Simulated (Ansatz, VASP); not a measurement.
# One calculation of AlN, two programs

File INCAR:

```
  PREC = Accurate
  ENCUT = 520
  EDIFF = 1E-6
  ISMEAR = 0
  SIGMA = 0.05
  LREAL = F
  LASPH = T
  NELM = 100
  ALGO = Normal
  ISIF = 2
  LWAVE = F
  LCHARG = T
  GGA = PE
  LELF = T
  LVHAR = T
  NBANDS = 16
```

The input KPOINTS:

```
Automatic mesh
0
Gamma
  12 12 6
```

POSCAR

```
AlN
1.0
    3.1110021516      0.0000000000      0.0000000000
   -1.5555010758      2.6942068945      0.0000000000
    0.0000000000      0.0000000000      4.9780000000
Al N
2 2
Direct
    0.3333333333      0.6666666667      0.0000000000
    0.6666666667      0.3333333333      0.5000000000
    0.3616244570      0.6808122285      0.3801197812
    0.6666666667      0.3333333333      0.8850000000
```

Input for Ansatz:

```yaml
crystal:
  lattice:
    - [3.1110021516, 0.0, 0.0]
    - [-1.5555010758, 2.6942068945, 0.0]
    - [0.0, 0.0, 4.978]
  atoms:
    - { symbol: Al, position: [0.3333333333, 0.6666666667, 0.0] }
    - { symbol: Al, position: [0.6666666667, 0.3333333333, 0.5] }
    - { symbol: "N", position: [0.361624457, 0.6808122285, 0.3801197812] }
    - { symbol: "N", position: [0.6666666667, 0.3333333333, 0.885] }
basis:
  ecutwfc: 420
kpoints:
  mp_grid: { grid: [12, 12, 6] }
hamiltonian:
  xc: pbe
scf:
  occupations: { method: gaussian, width: 0.05 }
output:
  forces: true
  stress: true
  eigenvalues: true
```

Alike in both runs: task single point; functional PBE; k mesh 12 × 12 × 6; occupations gaussian, width 0.05 eV; no spin polarisation.

```csv
,VASP,Ansatz
version,VASP 6.6.1,Ansatz 0.2.0
potentials or method,"VASP PAW PBE potentials, release 64 (Al, N), cutoff 520 eV","scalar-relativistic, plane waves, PAW"
valence electrons in the cell,16,16
```

Ansatz gave:

```
gap on the k mesh at the Fermi level (eV)                     : 4.16
least direct gap on the mesh (eV)                             : 4.16
pressure (GPa)                                                : 4.4
traceless stress, the component that is largest in VASP (GPa) : -2.52
rms of the force components (eV/Å)                            : 0.415
```

**Question.** What did VASP give for the same quantities?

**Answer.** gap on the k mesh at the Fermi level (eV): 4.17; least direct gap on the mesh (eV): 4.17; pressure (GPa): 4.2; traceless stress, the component that is largest in VASP (GPa): -2.54; rms of the force components (eV/Å): 0.417.

Atom by atom the forces differ by 0.002 eV/Å (rms over components).
